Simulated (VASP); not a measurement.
Input of a VASP 6.6.1 run:

INCAR

```
SYSTEM = F
PREC     = Accurate       ! precision mode
ENCUT    = 520            ! plane-wave cutoff, eV
EDIFF    = 1E-6           ! SCF threshold, eV
ISMEAR   = -1             ! smearing method
SIGMA    = 0.08           ! smearing width, eV
LREAL    = .False.        ! projectors in reciprocal space
LASPH    = .True.         ! aspherical terms in the spheres
NELM     = 60             ! most SCF steps
ALGO     = Normal         ! electronic algorithm
ISIF     = 2              ! what is computed and relaxed
LWAVE    = .False.        ! write WAVECAR
LCHARG   = .True.         ! write CHGCAR
GGA      = PE             ! functional
LELF     = .True.         ! ELF
LVHAR    = .True.       
NBANDS   = 14             ! bands
```

Contents of KPOINTS:

```
regular mesh
0
Gamma
  19 19 10
  0 0 0
```

Contents of POSCAR:

```
F
1.0
    2.9034933393      0.0000000000      0.0000000000
   -1.4517466697      2.5144989916      0.0000000000
    0.0000000000      0.0000000000      2.9206669336
F
2
Direct
    0.3333333333      0.6666666667      0.2500000000
    0.6666666667      0.3333333333      0.7500000000
```

Potentials or basis: VASP PAW PBE potentials, release 64 (F).

The run is started by

```sh
$ cat potpaw_PBE.64/F/POTCAR > POTCAR
$ mpirun -np 1 vasp_std > vasp.out
```

(1) Predict the pressure.

(2) Estimate the band gap on the k mesh.

Results:

(1) -0.7 GPa.

(2) zero (bands 7 and 8 overlap by 1.51 eV).

Caveat: the atoms stand far beyond bonding distance, and open shells without spin polarisation read as a metal.
